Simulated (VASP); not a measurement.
Set up this calculation in VASP 6.6.1, as the native input.

- Task: relaxation of cell and atoms
- Functional: PBE
- Potentials or basis: VASP PAW PBE potentials, release 64 (Sn_d, Ge_d)
- Cutoff: 600 eV
- k mesh: 6 × 6 × 6
- Occupations: gaussian, width 0.1 eV
- Spin: no spin polarisation
- Dipole correction: no
- Further INCAR settings: ALGO = Normal; EDIFF = 1e-07; IBRION = 2; EDIFFG = -0.01; NSW = 100; ISIF = 3

The structure of SnGe7 lies in POSCAR:

```
SnGe7
1.0
    5.9020016566      0.0000000000      0.0000000000
    0.0000000000      5.9020016566      0.0000000000
    0.0000000000      0.0000000000      5.9020016566
Sn Ge
1 7
Direct
    0.0000000000      0.0000000000      0.0000000000
    0.2588576417      0.2588576417      0.2588576417
    0.0000000000      0.5000000000      0.5000000000
    0.5000000000      0.5000000000      0.0000000000
    0.5000000000      0.0000000000      0.5000000000
    0.7411423583      0.2588576417      0.7411423583
    0.7411423583      0.7411423583      0.2588576417
    0.2588576417      0.7411423583      0.7411423583
```

The cell was generated, and may not be a known phase.

These files were run (other wordings do the same):

INCAR

```
ALGO = Normal
EDIFF = 1E-7
EDIFFG = -0.01
ENCUT = 600
GGA = PE
IBRION = 2
ISIF = 3
ISMEAR = 0
LASPH = True
LCHARG = False
LREAL = False
LWAVE = False
NELM = 60
NSW = 100
PREC = Accurate
SIGMA = 0.1
```

KPOINTS

```
k-points
0
Gamma
  6 6 6
```

Potentials or basis: VASP PAW PBE potentials, release 64 (Sn_d, Ge_d).

Launch:

```console
$ cat potpaw_PBE.64/Sn_d/POTCAR potpaw_PBE.64/Ge_d/POTCAR > POTCAR
$ mpirun -np 1 vasp_std > vasp.out
```

Results of the run:

The relaxed volume is 25.41 Å³/atom and the relaxed cell is a = 5.880 Å, b = 5.880 Å, c = 5.880 Å, α = 90.00°, β = 90.00°, γ = 90.00°. The space group after relaxing (to 0.1 Å) is P-43m (No. 215), the energy gained by relaxing is 0.7 meV/atom and the ionic steps are 6. The pressure after relaxing is 0.0 GPa. The band gap on the k mesh is zero (bands 56 and 57 overlap by 0.27 eV).

Caveat: semilocal functionals underestimate gaps, and a narrow one can read as zero; spin-orbit coupling is left out, which moves the levels of the heavy elements.

Run time: 37 min on 1 thread of Intel Xeon 8259CL, on a shared host, peak memory 0.5 GiB.
